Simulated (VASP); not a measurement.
# CdSe (Fm-3m) in VASP: single point with PBEsol

Aim: the single point of CdSe with PBEsol.

All numbers are computed with VASP 6.6.1; they aren't measurements. Logs are shortened: lines on timing, memory, paths and dates and some standing lists are left out, and cuts for length are marked.

**1. The cell of the first run**

It takes space group Fm-3m (No. 225, cubic). The conventional cell has a = 5.748 Å, b = 5.748 Å, c = 5.748 Å, α = 90.00°, β = 90.00°, γ = 90.00°. Cd (site symmetry m-3m) has 6 Se at 2.87 Å within 3.8 Å. Within 3.8 Å of Se (site symmetry m-3m) lie 6 Cd at 2.87 Å.

**2. Single point, PBEsol**

INCAR reads:

```
SYSTEM = CdSe
ALGO = Normal
EDIFF = 1E-7
ENCUT = 520
GGA = PS
ISIF = 2
ISMEAR = 0
LASPH = .True.
LCHARG = .False.
LREAL = .False.
LWAVE = .False.
NBANDS = 16
NELM = 80
PREC = Accurate
SIGMA = 0.05
```

KPOINTS reads:

```
k-points
0
Gamma
  6 6 6
  0 0 0
```

POSCAR reads:

```
CdSe
1.0
    0.0000000000      2.8739580000      2.8739580000
    2.8739580000      0.0000000000      2.8739580000
    2.8739580000      2.8739580000      0.0000000000
Cd Se
1 1
Direct
    0.0000000000      0.0000000000      0.0000000000
    0.5000000000      0.5000000000      0.5000000000
```

Potentials or basis: VASP PAW PBE potentials, release 64 (Cd, Se).

Run with:

```bash
cat potpaw_PBE.64/Cd/POTCAR potpaw_PBE.64/Se/POTCAR > POTCAR
mpirun -np 1 vasp_std > vasp.out
```

OUTCAR:

```text
SYSTEM = CdSe
   EDIFF = 1E-7
   ENCUT = 520
   GGA = PS
   ISIF = 2
   ISMEAR = 0
   LASPH = .True.
   LREAL = .False.
   NELM = 80
   PREC = Accurate

 ion  position               nearest neighbor table
   1  0.000  0.000  0.000-   2 2.87   2 2.87   2 2.87   2 2.87   2 2.87   2 2.87
   2  0.500  0.500  0.500-   1 2.87   1 2.87   1 2.87   1 2.87   1 2.87   1 2.87

  LATTYP: Found a face centered cubic cell.
 ALAT       =     5.7479160000

  Lattice vectors:

 A1 = (   0.0000000000,   2.8739580000,   2.8739580000)
 A2 = (   2.8739580000,   0.0000000000,   2.8739580000)
 A3 = (   2.8739580000,   2.8739580000,   0.0000000000)

Analysis of symmetry for initial positions (statically):
=====================================================================
 Subroutine PRICEL returns:
 Original cell was already a primitive cell.

 Routine SETGRP: Setting up the symmetry group for a
 face centered cubic supercell.

 Subroutine GETGRP returns: Found 48 space group operations
[... 9 lines left out ...]

 Routine SETGRP: Setting up the symmetry group for a
 face centered cubic supercell.

 Subroutine GETGRP returns: Found 48 space group operations
[... 11 lines left out ...]
                                     Primitive cell

  volume of cell :      47.4757

  direct lattice vectors                    reciprocal lattice vectors
     0.000000000  2.873958000  2.873958000    -0.173976098  0.173976098  0.173976098
     2.873958000  0.000000000  2.873958000     0.173976098 -0.173976098  0.173976098
     2.873958000  2.873958000  0.000000000     0.173976098  0.173976098 -0.173976098

  length of vectors
     4.064390381  4.064390381  4.064390381     0.301335442  0.301335442  0.301335442

  position of ions in fractional coordinates (direct lattice)
     0.000000000  0.000000000  0.000000000
     0.500000000  0.500000000  0.500000000

  ion indices of the primitive-cell ions
   primitive index   ion index
                 1           1
                 2           2

----------------------------------------------------------------------------------------

 KPOINTS: k-points

Automatic generation of k-mesh.
 Grid dimensions read from file:
 generate k-points for:    6    6    6

 Generating k-lattice:

  Cartesian coordinates                     Fractional coordinates (reciprocal lattice)
    -0.028996016  0.028996016  0.028996016     0.166666667  0.000000000  0.000000000
     0.028996016 -0.028996016  0.028996016     0.000000000  0.166666667  0.000000000
     0.028996016  0.028996016 -0.028996016     0.000000000  0.000000000  0.166666667

  Length of vectors
     0.050222574  0.050222574  0.050222574

  Shift w.r.t. Gamma in fractional coordinates (k-lattice)
     0.000000000  0.000000000  0.000000000

 Subroutine IBZKPT returns following result:
 ===========================================

 Found     16 irreducible k-points:

 Following reciprocal coordinates:
            Coordinates               Weight
  0.000000  0.000000  0.000000      1.000000
  0.166667  0.000000  0.000000      8.000000
  0.333333  0.000000  0.000000      8.000000
  0.500000  0.000000  0.000000      4.000000
  0.166667  0.166667  0.000000      6.000000
  0.333333  0.166667  0.000000     24.000000
[... 8 lines left out ...]
 -0.333333  0.333333  0.166667     24.000000
 -0.333333  0.500000  0.166667     12.000000
   k-points           NKPTS =     16   k-points in BZ     NKDIM =     16   number of bands    NBANDS=     16
   number of dos      NEDOS =    301   number of ions     NIONS =      2
   total plane-waves  NPLWV =  27000
   dimension x,y,z NGX =    30 NGY =   30 NGZ =   30
   dimension x,y,z NGXF=    60 NGYF=   60 NGZF=   60
   ions per type =               1   1
   NGX,Y,Z   is equivalent  to a cutoff of  12.27, 12.27, 12.27 a.u.
   NGXF,Y,Z  is equivalent  to a cutoff of  24.54, 24.54, 24.54 a.u.
 SYSTEM =  CdSe
   PREC   = accura    normal or accurate (medium, high low for compatibility)
   ISTART =      0    job   : 0-new  1-cont  2-samecut
   ICHARG =      2    charge: 1-file 2-atom 10-const
   ISPIN  =      1    spin polarized calculation?
   LNONCOLLINEAR =      F non collinear calculations
   LSORBIT =      F    spin-orbit coupling
   LASPH  =      T    aspherical Exc in radial PAW
   ENCUT  =  520.0 eV  38.22 Ry    6.18 a.u.   7.56  7.56  7.56*2*pi/ulx,y,z
   NELM   =     80;   NELMIN=  2; NELMDL= -5     # of ELM steps
   EDIFF  = 0.1E-06   stopping-criterion for ELM
   LREAL  =      F    real-space projection
   EDIFFG = 0.1E-05   stopping-criterion for IOM
   NSW    =      0    number of steps for IOM
   IBRION =     -1    ionic relax: 0-MD 1-quasi-New 2-CG
   NFREE  =      0    steps in history (QN), initial steepest desc. (CG)
   ISIF   =      2    stress and relaxation
   ISYM   =      2    0-nonsym 1-usesym 2-fastsym
   POTIM  = 0.5000    time-step for ionic-motion
   TEBEG  =    0.0;   TEEND  =   0.0 temperature during run
   PSTRESS=    0.0 pullay stress
   NELECT =      18.0000    total number of electrons
   NUPDOWN=      -1.0000    fix difference up-down
   EMIN   =  10.00;   EMAX   =-10.00  energy-range for DOS
   EFERMI =   0.00;   METHOD = LEGACY
   ISMEAR =     0;   SIGMA  =   0.05  broadening in eV -4-tet -1-fermi 0-gaus
   EFERMI_NEDOS =   21; number of points for ismear=-14 and -15
   IALGO  =     38    algorithm
   IMIX   =      4    mixing-type and parameters
     AMIX     =   0.40;   BMIX     =  1.00
     AMIX_MAG =   1.60;   BMIX_MAG =  1.00
  volume/ion in A,a.u.               =      23.74       160.19
  Fermi-wavevector in a.u.,A,eV,Ry     =   1.184882  2.239103 19.101849  1.403946
  Thomas-Fermi vector in A             =   2.321088
   LORBIT       =      0    0 simple, 1 ext, 2 COOP (PROOUT), +10 PAW based schemes
   GGA     = PS    functional components
   LHFCALC =     F    Hartree Fock is set to
   AEXX    =    0.0000 exact exchange contribution
   IVDW    =     0    specifies the selected vdW correction
   LEPSILON=     F    determine dielectric tensor
   LRPA    =     F    only Hartree local field effects (RPA)
 non-spin polarized calculation
 Gauss-broadening in eV      SIGMA  =   0.05
  energy-cutoff  :      520.00
  volume of cell :       47.48
 maximum number of plane-waves:      1303
   NGX = 15   NGY = 15   NGZ = 15

 number of electron      18.0000008 magnetization

 Free energy of the ion-electron system (eV)
  ---------------------------------------------------
  ext. energy  EPLUGINS =         0.00000000
  ---------------------------------------------------
  free energy    TOTEN  =        -5.95614162 eV

  energy without entropy =       -5.95428567  energy(sigma->0) =       -5.95521365

 E-fermi :   2.1199     XC(G=0): -10.1882

 val. band max:        2.0988416282   @ k =   0.0000   0.0000   0.0000
 cond. band min:       3.0127279093   @ k =   0.5000   0.3333   0.0000
 fundamental gap:      0.9138862811
 Fermi energy:         2.1199319682

 k-point     1 :       0.0000    0.0000    0.0000
  band No.  band energies     occupation
      1     -10.7865      2.00000
      2      -5.7383      2.00000
      3      -5.7383      2.00000
      4      -5.7202      2.00000
      5      -5.7202      2.00000
      6      -5.7202      2.00000
[... 8 lines left out ...]
     15      11.7968      0.00000
     16      11.7968      0.00000

 k-point     2 :       0.1667    0.0000    0.0000
  band No.  band energies     occupation
      1     -10.5927      2.00000
      2      -5.7938      2.00000
      3      -5.7938      2.00000
      4      -5.7378      2.00000
      5      -5.6874      2.00000
      6      -5.6874      2.00000
[... 8 lines left out ...]
     15      11.6263      0.00000
     16      11.6263      0.00000

 k-point     3 :       0.3333    0.0000    0.0000
  band No.  band energies     occupation
      1     -10.1424      2.00000
      2      -5.9050      2.00000
      3      -5.9050      2.00000
      4      -5.8065      2.00000
      5      -5.6165      2.00000
      6      -5.6165      2.00000
[... 8 lines left out ...]
     15      13.1794      0.00000
     16      13.1794      0.00000

 k-point     4 :       0.5000    0.0000    0.0000
  band No.  band energies     occupation
      1      -9.8714      2.00000
      2      -5.9589      2.00000
      3      -5.9589      2.00000
      4      -5.8753      2.00000
      5      -5.5805      2.00000
      6      -5.5805      2.00000
[... 8 lines left out ...]
     15      14.9554      0.00000
     16      14.9554      0.00000

 k-point     5 :       0.1667    0.1667    0.0000
  band No.  band energies     occupation
      1     -10.5443      2.00000
      2      -5.8383      2.00000
      3      -5.7472      2.00000
      4      -5.7189      2.00000
      5      -5.6838      2.00000
      6      -5.6838      2.00000
[... 8 lines left out ...]
     15      13.7745      0.00000
     16      13.7745      0.00000

 k-point     6 :       0.3333    0.1667    0.0000
  band No.  band energies     occupation
      1     -10.2205      2.00000
      2      -5.8591      2.00000
      3      -5.7848      2.00000
      4      -5.7710      2.00000
      5      -5.6343      2.00000
      6      -5.6078      2.00000
[... 8 lines left out ...]
     15      13.9783      0.00000
     16      14.3229      0.00000

 k-point     7 :       0.5000    0.1667    0.0000
  band No.  band energies     occupation
      1      -9.9078      2.00000
      2      -5.8880      2.00000
      3      -5.8205      2.00000
      4      -5.8072      2.00000
      5      -5.5731      2.00000
      6      -5.5714      2.00000
[... 8 lines left out ...]
     15      14.9907      0.00000
     16      15.1822      0.00000

 k-point     8 :      -0.3333    0.1667    0.0000
  band No.  band energies     occupation
      1      -9.9683      2.00000
      2      -5.9287      2.00000
      3      -5.8673      2.00000
      4      -5.7594      2.00000
      5      -5.6074      2.00000
      6      -5.5579      2.00000
[... 8 lines left out ...]
     15      13.2875      0.00000
     16      15.0613      0.00000

 k-point     9 :      -0.1667    0.1667    0.0000
  band No.  band energies     occupation
      1     -10.3278      2.00000
      2      -5.8805      2.00000
      3      -5.8287      2.00000
      4      -5.7449      2.00000
      5      -5.6672      2.00000
      6      -5.6165      2.00000
[... 8 lines left out ...]
     15      13.1530      0.00000
     16      13.8345      0.00000

 k-point    10 :       0.3333    0.3333    0.0000
  band No.  band energies     occupation
      1     -10.1338      2.00000
      2      -5.8013      2.00000
      3      -5.6801      2.00000
      4      -5.6255      2.00000
      5      -5.5892      2.00000
      6      -5.5892      2.00000
[... 8 lines left out ...]
     15      15.2394      0.00000
     16      16.8378      0.00000

 k-point    11 :       0.5000    0.3333    0.0000
  band No.  band energies     occupation
      1      -9.9711      2.00000
      2      -5.8023      2.00000
      3      -5.7367      2.00000
      4      -5.5986      2.00000
      5      -5.5485      2.00000
      6      -5.3211      2.00000
[... 8 lines left out ...]
     15      15.9231      0.00000
     16      16.8091      0.00000

 k-point    12 :      -0.3333    0.3333    0.0000
  band No.  band energies     occupation
      1      -9.8840      2.00000
      2      -5.8514      2.00000
      3      -5.7938      2.00000
      4      -5.6668      2.00000
      5      -5.5716      2.00000
      6      -5.3836      2.00000
[... 8 lines left out ...]
     15      13.7303      0.00000
     16      16.2301      0.00000

 k-point    13 :       0.5000    0.5000    0.0000
  band No.  band energies     occupation
      1      -9.9989      2.00000
      2      -5.8284      2.00000
      3      -5.6606      2.00000
      4      -5.5291      2.00000
      5      -5.5291      2.00000
      6      -5.0583      2.00000
[... 8 lines left out ...]
     15      16.4388      0.00000
     16      16.9871      0.00000

 k-point    14 :       0.5000    0.3333    0.1667
  band No.  band energies     occupation
      1      -9.9985      2.00000
      2      -5.8306      2.00000
      3      -5.7632      2.00000
      4      -5.7458      2.00000
      5      -5.5876      2.00000
      6      -5.5057      2.00000
[... 8 lines left out ...]
     15      15.2947      0.00000
     16      15.8671      0.00000

 k-point    15 :      -0.3333    0.3333    0.1667
  band No.  band energies     occupation
      1      -9.8840      2.00000
      2      -5.8698      2.00000
      3      -5.7357      2.00000
      4      -5.7182      2.00000
      5      -5.5554      2.00000
      6      -5.3862      2.00000
[... 8 lines left out ...]
     15      13.6330      0.00000
     16      16.4075      0.00000

 k-point    16 :      -0.3333    0.5000    0.1667
  band No.  band energies     occupation
      1      -9.9169      2.00000
      2      -5.7861      2.00000
      3      -5.7765      2.00000
      4      -5.6313      2.00000
      5      -5.5290      2.00000
      6      -5.1687      2.00000
[... 8 lines left out ...]
     15      15.0245      0.00000
     16      16.9941      0.00000

------------------------ aborting loop because EDIFF is reached ----------------------------------------

  FORCE on cell =-STRESS in cart. coord.  units (eV):
  Direction    XX          YY          ZZ          XY          YZ          ZX
  --------------------------------------------------------------------------------------
  -------------------------------------------------------------------------------------
  Total       -1.0122717     -1.0122717     -1.0122717     -0.0000000      0.0000000     -0.0000000
  in kB      -34.1614614    -34.1614614    -34.1614614     -0.0000000      0.0000000     -0.0000000
  external PRESSURE =     -34.1614614 kB  Pullay stress =       0.0000000 kB

 VOLUME and BASIS-vectors are now :
 -----------------------------------------------------------------------------
  energy-cutoff  :      520.00
  volume of cell :       47.48
      direct lattice vectors                 reciprocal lattice vectors
     0.000000000  2.873958000  2.873958000    -0.173976098  0.173976098  0.173976098
     2.873958000  0.000000000  2.873958000     0.173976098 -0.173976098  0.173976098
     2.873958000  2.873958000  0.000000000     0.173976098  0.173976098 -0.173976098

 POSITION                                       TOTAL-FORCE (eV/Angst)
 -----------------------------------------------------------------------------------
      0.00000      0.00000      0.00000        -0.000000      0.000000     -0.000000
      2.87396      2.87396      2.87396         0.000000     -0.000000      0.000000
 -----------------------------------------------------------------------------------
    total drift:                               -0.000000      0.000000      0.000000

  FREE ENERGIE OF THE ION-ELECTRON SYSTEM (eV)
  ---------------------------------------------------
  free  energy   TOTEN  =        -5.9561416229 eV

  energy  without entropy=       -5.9542856738  energy(sigma->0) =       -5.95521365
```

Wall time 7.7 s (1 thread of Intel Xeon 6975P-C, shared host); peak memory 0.17 GiB.

Results:

- Free energy: -5.9561 eV
- Pressure: -3.4 GPa
- Band gap on the k mesh: zero (band 9 reaches 2.09 eV, above the bottom of band 10 at 1.59 eV)

Caveat: the PAW data sets were made with another functional, which shifts forces and pressure a little.
